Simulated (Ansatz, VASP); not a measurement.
## Tl in VASP and in Ansatz

```
Tl
1.0
     1.80049    1.03951    8.38606
    -1.80049    1.03951    8.38606
     0.00000   -2.07903    8.38606
Tl
3
Direct
  0.00000 0.00000 0.00000
  0.22088 0.22088 0.22088
  0.77912 0.77912 0.77912
```

Alike in both runs: functional PBE; k mesh 15 × 15 × 15; occupations gaussian, width 0.1 eV; no spin polarisation.

Ansatz relaxed the structure, and its values are those at the end. VASP's run is a single point on that final structure, the one shown.

|  | VASP | Ansatz |
| --- | --- | --- |
| version | VASP 6.6.1 | Ansatz 0.2.0 |
| potentials or method | VASP PAW PBE potentials, release 64 (Tl_d), cutoff 520 eV | scalar-relativistic, plane waves, PAW |
| valence electrons in the cell | 39 | 39 |

```tsv
	VASP	Ansatz	Ansatz less VASP
gap on the k mesh at the Fermi level (eV)	none	none	-
pressure (GPa)	0.0	0.0	+0.05
```

A gap of «none» marks a metal or a gap that the smearing closes. The functional is the same, so the differences come from potentials, cutoffs and numerics.

Spin-orbit coupling is off throughout.
